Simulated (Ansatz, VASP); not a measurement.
Ge in VASP and in Ansatz

```
Ge
1.0
     4.02269    0.00000    0.00000
    -2.01134    3.48375    0.00000
     0.00000    0.00000   18.86852
Ge
4
Cartesian
  0.0000 2.3225 5.1843
  2.0113 1.1613 4.5000
  0.0000 2.3225 11.1685
  2.0113 1.1613 10.4843
```

Alike in both runs: task single point; functional PBE; dispersion D3(BJ); k mesh 9 × 9 × 1; occupations gaussian, width 0.1 eV; no spin polarisation.

|  | VASP | Ansatz |
| --- | --- | --- |
| version | VASP 6.6.1 | Ansatz 0.2.0 |
| potentials or method | VASP PAW PBE potentials, release 64 (Ge_d), cutoff 520 eV | scalar-relativistic, plane waves, PAW |
| valence electrons in the cell | 56 | 56 |

|  | VASP | Ansatz | Ansatz less VASP |
| --- | --- | --- | --- |
| gap on the k mesh at the Fermi level (eV) | 0.11 | 0.11 | 0.000 |
| least direct gap on the mesh (eV) | 0.11 | 0.11 | 0.000 |
| rms of the force components (eV/Å) | 0.018 | 0.018 | 0.0000 |

Atom by atom the forces differ by 0.000 eV/Å (rms over components).
